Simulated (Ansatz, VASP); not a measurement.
## Two plane-wave programs on BeTe

The input INCAR:

```
SYSTEM = BeTe
ALGO = Normal
EDIFF = 1E-6
ENCUT = 600
GGA = PE
GGA_COMPAT = .False.
ISIF = 2
ISMEAR = 0
LASPH = .True.
LCHARG = .False.
LREAL = .False.
LWAVE = .False.
NBANDS = 11
NELM = 120
PREC = Accurate
SIGMA = 0.02
```

The input KPOINTS:

```
k-points
0
Gamma
  8 8 8
  0 0 0
```

File POSCAR:

```
BeTe
1.0
    0.0000000000      2.7139225412      2.7139225412
    2.7139225412      0.0000000000      2.7139225412
    2.7139225412      2.7139225412      0.0000000000
Be Te
1 1
Direct
    0.0000000000      0.0000000000      0.0000000000
    0.7500000000      0.7500000000      0.7500000000
```

Input for Ansatz:

```yaml
crystal:
  lattice:
    - [0.0, 2.7139225412, 2.7139225412]
    - [2.7139225412, 0.0, 2.7139225412]
    - [2.7139225412, 2.7139225412, 0.0]
  atoms:
    - { symbol: Be, position: [0.0, 0.0, 0.0] }
    - { symbol: Te, position: [0.75, 0.75, 0.75] }
basis:
  ecutwfc: 420
kpoints:
  mp_grid: { grid: [8, 8, 8] }
hamiltonian:
  xc: pbe
scf:
  occupations: { method: gaussian, width: 0.02 }
output:
  forces: true
  stress: true
  eigenvalues: true
```

Alike in both runs: task single point; functional PBE; k mesh 8 × 8 × 8; occupations gaussian, width 0.02 eV; no spin polarisation.

|  | VASP | Ansatz |
| --- | --- | --- |
| version | VASP 6.6.1 | Ansatz 0.2.0 |
| potentials or method | VASP PAW PBE potentials, release 64 (Be, Te), cutoff 600 eV | scalar-relativistic, plane waves, PAW |
| valence electrons in the cell | 8 | 18 |

|  | VASP | Ansatz | Ansatz less VASP |
| --- | --- | --- | --- |
| gap on the k mesh at the Fermi level (eV) | 1.68 | 1.70 | +0.020 |
| least direct gap on the mesh (eV) | 3.50 | 3.52 | +0.025 |
| pressure (GPa) | 9.5 | 9.3 | -0.23 |

VASP's potentials hold 8 valence electrons a cell and Ansatz's 18, so a difference there can come from the potentials and not from the codes.

Neither program's run includes spin-orbit coupling.
